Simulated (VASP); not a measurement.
# Si (Fd-3m) in VASP: further runs

Runs on Si. Level: PBE. Tasks: single point, relaxation of cell and atoms.

Everything below comes from runs of VASP 6.6.1. Logs are shortened: lines on timing, memory, paths and dates and some standing lists are left out, and cuts for length are marked.

## (1) The cell of the first run

Symmetry: Fd-3m, No. 227, cubic system. Conventional cell: a = 5.470 Å, b = 5.470 Å, c = 5.470 Å, α = 90.00°, β = 90.00°, γ = 90.00°. Within 3.1 Å of Si (site symmetry -43m) lie 4 Si at 2.37 Å.

## (2) Single point, PBE

INCAR

```
SYSTEM = Si
ALGO     = Normal         ! electronic algorithm
EDIFF    = 1E-6           ! SCF threshold, eV
ENCUT    = 520            ! plane-wave cutoff, eV
GGA      = PE             ! functional
ISIF     = 2              ! what is computed and relaxed
ISMEAR   = 1              ! smearing method
LASPH    = .TRUE.         ! aspherical terms in the spheres
LCHARG   = .FALSE.        ! write CHGCAR
LREAL    = .FALSE.        ! projectors in reciprocal space
LWAVE    = .FALSE.        ! write WAVECAR
NBANDS   = 11             ! bands
NELM     = 60             ! most SCF steps
PREC     = Accurate       ! precision mode
SIGMA    = 0.02           ! smearing width, eV
```

KPOINTS

```
k-points
0
G
  7 7 7
  0 0 0
```

POSCAR

```
Si
1.0
    0.0000000000      2.7350810790      2.7350810790
    2.7350810790      0.0000000000      2.7350810790
    2.7350810790      2.7350810790      0.0000000000
Si
2
Direct
    0.7500000000      0.7500000000      0.7500000000
    0.5000000000      0.5000000000      0.5000000000
```

Potentials or basis: VASP PAW PBE potentials, release 64 (Si).

On the command line:

```console
> cat potpaw_PBE.64/Si/POTCAR > POTCAR
> mpirun -np 1 vasp_std > vasp.out
```

OUTCAR:

```text
SYSTEM = Si
   EDIFF = 1E-6
   ENCUT = 520
   GGA = PE
   ISIF = 2
   ISMEAR = 1
   LASPH = .TRUE.
   LREAL = .FALSE.
   NELM = 60
   PREC = Accurate

 ion  position               nearest neighbor table
   1  0.750  0.750  0.750-   2 2.37   2 2.37   2 2.37   2 2.37
   2  0.500  0.500  0.500-   1 2.37   1 2.37   1 2.37   1 2.37

  LATTYP: Found a face centered cubic cell.
 ALAT       =     5.4701621580

  Lattice vectors:

 A1 = (   0.0000000000,   2.7350810790,   2.7350810790)
 A2 = (   2.7350810790,   0.0000000000,   2.7350810790)
 A3 = (   2.7350810790,   2.7350810790,   0.0000000000)

Analysis of symmetry for initial positions (statically):
=====================================================================
 Subroutine PRICEL returns:
 Original cell was already a primitive cell.

 Routine SETGRP: Setting up the symmetry group for a
 face centered cubic supercell.

 Subroutine GETGRP returns: Found 48 space group operations
 (whereof 24 operations were pure point group operations)
 out of a pool of 48 trial point group operations.

The static configuration has the point symmetry T_d .
 The point group associated with its full space group is O_h .

Analysis of symmetry for dynamics (positions and initial velocities):
=====================================================================
 Subroutine PRICEL returns:
 Original cell was already a primitive cell.

 Routine SETGRP: Setting up the symmetry group for a
 face centered cubic supercell.

 Subroutine GETGRP returns: Found 48 space group operations
 (whereof 24 operations were pure point group operations)
 out of a pool of 48 trial point group operations.

The dynamic configuration has the point symmetry T_d .
 The point group associated with its full space group is O_h .

 Subroutine INISYM returns: Found 48 space group operations
 (whereof 24 operations are pure point group operations),
 and found     1 'primitive' translations

----------------------------------------------------------------------------------------

                                     Primitive cell

  volume of cell :      40.9205

  direct lattice vectors                    reciprocal lattice vectors
     0.000000000  2.735081079  2.735081079    -0.182809937  0.182809937  0.182809937
     2.735081079  0.000000000  2.735081079     0.182809937 -0.182809937  0.182809937
     2.735081079  2.735081079  0.000000000     0.182809937  0.182809937 -0.182809937

  length of vectors
[... 85 lines left out ...]
   POTIM  = 0.5000    time-step for ionic-motion
   TEBEG  =    0.0;   TEEND  =   0.0 temperature during run
   PSTRESS=    0.0 pullay stress
   NELECT =       8.0000    total number of electrons
   NUPDOWN=      -1.0000    fix difference up-down
   EMIN   =  10.00;   EMAX   =-10.00  energy-range for DOS
   EFERMI =   0.00;   METHOD = LEGACY
   ISMEAR =     1;   SIGMA  =   0.02  broadening in eV -4-tet -1-fermi 0-gaus
   EFERMI_NEDOS =   21; number of points for ismear=-14 and -15
   IALGO  =     38    algorithm
   IMIX   =      4    mixing-type and parameters
     AMIX     =   0.40;   BMIX     =  1.00
     AMIX_MAG =   1.60;   BMIX_MAG =  1.00
  volume/ion in A,a.u.               =      20.46       138.07
  Fermi-wavevector in a.u.,A,eV,Ry     =   0.950148  1.795519 12.283086  0.902781
  Thomas-Fermi vector in A             =   2.078498
   LORBIT       =      0    0 simple, 1 ext, 2 COOP (PROOUT), +10 PAW based schemes
   GGA     = PE    functional components
   LHFCALC =     F    Hartree Fock is set to
   AEXX    =    0.0000 exact exchange contribution
   IVDW    =     0    specifies the selected vdW correction
   LEPSILON=     F    determine dielectric tensor
   LRPA    =     F    only Hartree local field effects (RPA)
 non-spin polarized calculation
 Methfessel and Paxton  Order N= 1 SIGMA  =   0.02
  energy-cutoff  :      520.00
  volume of cell :       40.92
 maximum number of plane-waves:      1117
 NGX is ok and might be reduce to    30
   NGX = 15   NGY = 15   NGZ = 15

 number of electron       8.0000001 magnetization

 Free energy of the ion-electron system (eV)
  ---------------------------------------------------
  ext. energy  EPLUGINS =         0.00000000
  ---------------------------------------------------
  free energy    TOTEN  =       -10.84060124 eV

  energy without entropy =      -10.84061138  energy(sigma->0) =      -10.84060462

 E-fermi :   5.6284     XC(G=0):  -9.3224

 val. band max:        5.6115455307   @ k =   0.0000   0.0000   0.0000
 cond. band min:       6.2233834685   @ k =   0.4286   0.4286   0.0000
 fundamental gap:      0.6118379379
 Fermi energy:         5.6283831723

 k-point     1 :       0.0000    0.0000    0.0000
  band No.  band energies     occupation
      1      -6.1984      2.00000
      2       5.6115      2.00000
      3       5.6115      2.00000
      4       5.6115      2.00000
      5       8.1669      0.00000
      6       8.1669      0.00000
      7       8.1669      0.00000
      8       8.7366      0.00000
      9      13.3187      0.00000
     10      13.3187      0.00000
     11      13.4854      0.00000
[... 253 lines left out ...]
 k-point    20 :      -0.2857    0.4286    0.1429
  band No.  band energies     occupation
      1      -2.5370      2.00000
      2      -1.4756      2.00000
      3       1.4714      2.00000
      4       2.5872      2.00000
      5       8.3500      0.00000
      6      10.4401      0.00000
      7      11.1834      0.00000
      8      11.3408      0.00000
      9      14.5768      0.00000
     10      15.7402      0.00000
     11      18.6409      0.00000

------------------------ aborting loop because EDIFF is reached ----------------------------------------

  FORCE on cell =-STRESS in cart. coord.  units (eV):
  Direction    XX          YY          ZZ          XY          YZ          ZX
  --------------------------------------------------------------------------------------
  -------------------------------------------------------------------------------------
  Total       -0.0136926     -0.0136926     -0.0136926      0.0000000      0.0000000     -0.0000000
  in kB       -0.5361111     -0.5361111     -0.5361111      0.0000000      0.0000000     -0.0000000
  external PRESSURE =      -0.5361111 kB  Pullay stress =       0.0000000 kB

 VOLUME and BASIS-vectors are now :
 -----------------------------------------------------------------------------
  energy-cutoff  :      520.00
  volume of cell :       40.92
      direct lattice vectors                 reciprocal lattice vectors
     0.000000000  2.735081079  2.735081079    -0.182809937  0.182809937  0.182809937
     2.735081079  0.000000000  2.735081079     0.182809937 -0.182809937  0.182809937
     2.735081079  2.735081079  0.000000000     0.182809937  0.182809937 -0.182809937

 POSITION                                       TOTAL-FORCE (eV/Angst)
 -----------------------------------------------------------------------------------
      4.10262      4.10262      4.10262         0.000000      0.000000      0.000000
      2.73508      2.73508      2.73508        -0.000000     -0.000000     -0.000000
 -----------------------------------------------------------------------------------
    total drift:                                0.000000     -0.000000     -0.000000

  FREE ENERGIE OF THE ION-ELECTRON SYSTEM (eV)
  ---------------------------------------------------
  free  energy   TOTEN  =       -10.8406012428 eV

  energy  without entropy=      -10.8406113849  energy(sigma->0) =      -10.84060462
```

OSZICAR:

```text
N       E                     dE             d eps       ncg     rms          rms(c)
DAV:   1     0.943815011510E+01    0.94382E+01   -0.32870E+03   440   0.588E+02
DAV:   2    -0.103604989708E+02   -0.19799E+02   -0.18783E+02   579   0.855E+01
DAV:   3    -0.110049419293E+02   -0.64444E+00   -0.64241E+00   561   0.139E+01
DAV:   4    -0.110099028753E+02   -0.49609E-02   -0.49588E-02   538   0.159E+00
DAV:   5    -0.110099498239E+02   -0.46949E-04   -0.46947E-04   560   0.141E-01    0.475E+00
DAV:   6    -0.108932161449E+02    0.11673E+00   -0.64593E-02   485   0.105E+00    0.289E+00
DAV:   7    -0.108390366729E+02    0.54179E-01   -0.12725E-01   482   0.159E+00    0.167E-01
DAV:   8    -0.108403577263E+02   -0.13211E-02   -0.58940E-03   512   0.412E-01    0.788E-02
DAV:   9    -0.108405751824E+02   -0.21746E-03   -0.21077E-04   549   0.878E-02    0.583E-02
DAV:  10    -0.108406007316E+02   -0.25549E-04   -0.22569E-05   522   0.274E-02    0.581E-03
DAV:  11    -0.108406012428E+02   -0.51121E-06   -0.18813E-06   547   0.712E-03
   1 F= -.10840601E+02 E0= -.10840605E+02  d E =0.101421E-04
```

It took 14 s on 1 thread of Intel Xeon 8259CL, shared host; peak memory 0.15 GiB.

Results:

```
Free energy            : -10.8406 eV
Pressure               : -0.1 GPa
Band gap on the k mesh : 0.61 eV (least direct gap 2.56 eV)
```

Caveat: an odd mesh through Γ misses points on the zone boundary, where band edges can lie. Expect the measured gap to be larger: semilocal functionals such as PBE lack the derivative discontinuity.

## (3) Relaxation of cell and atoms, PBE

This run uses another cell than the first one, of 19.98 Å³/atom.

INCAR

```
PREC     = Accurate       # precision mode
ENCUT    = 600            # plane-wave cutoff, eV
EDIFF    = 1E-7           # SCF threshold, eV
ISMEAR   = 1              # smearing method
SIGMA    = 0.02           # smearing width, eV
LREAL    = F              # projectors in reciprocal space
LASPH    = T              # aspherical terms in the spheres
NELM     = 100            # most SCF steps
ALGO     = Normal         # electronic algorithm
ISIF     = 3              # what is computed and relaxed
LWAVE    = F              # write WAVECAR
LCHARG   = F              # write CHGCAR
GGA      = PE             # functional
IBRION   = 2              # ionic algorithm
NSW      = 60             # ionic steps
EDIFFG   = -0.02          # ionic threshold
```

KPOINTS

```
regular mesh
0
Gamma
  7 7 7
```

POSCAR

```
Si
1.0
    0.0000000000      2.7135600000      2.7135600000
    2.7135600000      0.0000000000      2.7135600000
    2.7135600000      2.7135600000      0.0000000000
Si
2
Direct
    0.7500000000      0.7500000000      0.7500000000
    0.5000000000      0.5000000000      0.5000000000
```

Potentials or basis: VASP PAW PBE potentials, release 64 (Si).

On the command line:

```console
> cat potpaw_PBE.64/Si/POTCAR > POTCAR
> mpirun -np 1 vasp_std > vasp.out
```

Wall time 26 s (1 thread of Intel Xeon 8259CL, shared host); peak memory 0.17 GiB.

It converged, with:

```yaml
Free_energy: -10.8407 eV
Relaxed_volume: 20.45 Å³/atom
Relaxed_cell: a = 3.867 Å, b = 3.867 Å, c = 3.867 Å, α = 60.00°, β = 60.00°, γ = 60.00°
Space_group_after_relaxing_to_0.1_Å: Fd-3m (No. 227)
Energy_gained_by_relaxing: 3.1 meV/atom
Ionic_steps: 3
Pressure_after_relaxing: 0.0 GPa
Band_gap_on_the_k_mesh: 0.61 eV (least direct gap 2.56 eV)
```

The path:
```csv
step,energy change (eV),largest force (eV/Å),pressure (GPa),volume (Å³)
1,0.0000,0.0000,2.17,39.96
2,-0.0034,0.0000,-1.36,41.55
3,-0.0062,0.0000,0.00,40.89
```

Final structure:
```yaml
crystal:
  lattice:
    - [0.00000, 2.73451, 2.73451]
    - [2.73451, 0.00000, 2.73451]
    - [2.73451, 2.73451, 0.00000]
  atoms:
    - { symbol: Si, position: [0.75000, 0.75000, 0.75000] }
    - { symbol: Si, position: [0.50000, 0.50000, 0.50000] }
```

Levels at points of the mesh, in eV from the valence-band top:
```tsv
k point	band 1	band 2	band 3	band 4	band 5	band 6	band 7	band 8
(0.00, 0.00, 0.00)	-11.81	0.00	0.00	0.00	2.56	2.56	2.56	3.13
```

Caveat: an odd mesh through Γ misses points on the zone boundary, where band edges can lie.
